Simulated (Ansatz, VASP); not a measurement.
## Two plane-wave programs on Al

Contents of INCAR:

```
SYSTEM = Al
ALGO     = Fast           ! electronic algorithm
EDIFF    = 1E-6           ! SCF threshold, eV
ENCUT    = 520            ! plane-wave cutoff, eV
GGA      = PE             ! functional
ISIF     = 2              ! what is computed and relaxed
ISMEAR   = 0              ! smearing method
IVDW     = 12             ! dispersion correction
LASPH    = .True.         ! aspherical terms in the spheres
LCHARG   = .False.        ! write CHGCAR
LREAL    = .False.        ! projectors in reciprocal space
LWAVE    = .False.        ! write WAVECAR
NBANDS   = 8              ! bands
NELM     = 100            ! most SCF steps
PREC     = Accurate       ! precision mode
SIGMA    = 0.15           ! smearing width, eV
```

File KPOINTS:

```
k-points
0
Gamma
  20 20 20
  0 0 0
```

POSCAR

```
Al
1.0
   -0.0928811800      1.9910220790      2.0374128934
    1.8981408990      0.0000000000      1.9445317135
    1.9910220790      1.9910220790     -0.0928811800
Al
1
Direct
    0.0000000000      0.0000000000      0.0000000000
```

Input for Ansatz:

```yaml
crystal:
  lattice:
    - [-0.09288118, 1.991022079, 2.0374128934]
    - [1.898140899, 0.0, 1.9445317135]
    - [1.991022079, 1.991022079, -0.09288118]
  atoms:
    - { symbol: Al, position: [0.0, 0.0, 0.0] }
basis:
  ecutwfc: 420
kpoints:
  mp_grid: { grid: [20, 20, 20] }
hamiltonian:
  xc: pbe
  pseudopotentials: { kind: paw, azcp: { folder: soft_1 } }
  dispersion: d3bj
scf:
  occupations: { method: gaussian, width: 0.15 }
output:
  forces: true
  stress: true
  eigenvalues: true
  write_density: true
  write_potential: true
  elf: true
  volumetric_format: npy
```

Change from the starting cell: engineering shear strain xz -0.0933, normal strain along z +0.0233.

Alike in both runs: task single point; functional PBE; dispersion D3(BJ); k mesh 20 × 20 × 20; occupations gaussian, width 0.15 eV; no spin polarisation.

```csv
,VASP,Ansatz
version,VASP 6.6.1,Ansatz 0.2.0
potentials or method,"VASP PAW PBE potentials, release 64 (Al), cutoff 520 eV","scalar-relativistic, plane waves, PAW"
valence electrons in the cell,3,3
```

```csv
,VASP,Ansatz,Ansatz less VASP
gap on the k mesh at the Fermi level (eV),none,none,-
pressure (GPa),-1.0,-1.0,+0.01
"traceless stress, the component that is largest in VASP (GPa)",3.63,3.63,+0.004
```

A gap of «none» marks a metal or a gap that the smearing closes.
